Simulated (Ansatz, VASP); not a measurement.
One calculation of Te2Pb, two programs

```
Pb Te
1.0
     2.12700    1.22802    6.26421
    -2.12700    1.22802    6.26421
     0.00000   -2.45604    6.26421
Pb Te
1 2
Direct
  0.00000 0.00000 0.00000
  0.22975 0.22975 0.22975
  0.77025 0.77025 0.77025
```

Alike in both runs: task single point; functional PBEsol; k mesh 6 × 6 × 6; occupations fermi-dirac, width 0.02 eV; no spin polarisation.

|  | VASP | Ansatz |
| --- | --- | --- |
| version | VASP 6.6.1 | Ansatz 0.2.0 |
| potentials or method | VASP PAW PBE potentials, release 64 (Pb_d, Te) | plane waves, PAW |
| plane-wave cutoff (eV) | 520 | 420 |
| valence electrons in the cell | 26 | 46 |

VASP gave:

```
pressure (GPa)                                                : -1.0
traceless stress, the component that is largest in VASP (GPa) : 0.12
rms of the force components (eV/Å)                            : 0.073
```

Question: What did Ansatz give for the same quantities?

Answer: Pressure (GPa): -1.0; traceless stress, the component that is largest in VASP (GPa): 0.11; rms of the force components (eV/Å): 0.070.

VASP's potentials were made for PBE, not for PBEsol. Atom by atom the forces differ by 0.003 eV/Å (rms over components). The functional is the same, so the differences come from potentials, cutoffs and numerics. VASP's potentials hold 26 valence electrons a cell and Ansatz's 46, so a difference there can come from the potentials and not from the codes.

Neither program's run includes spin-orbit coupling.
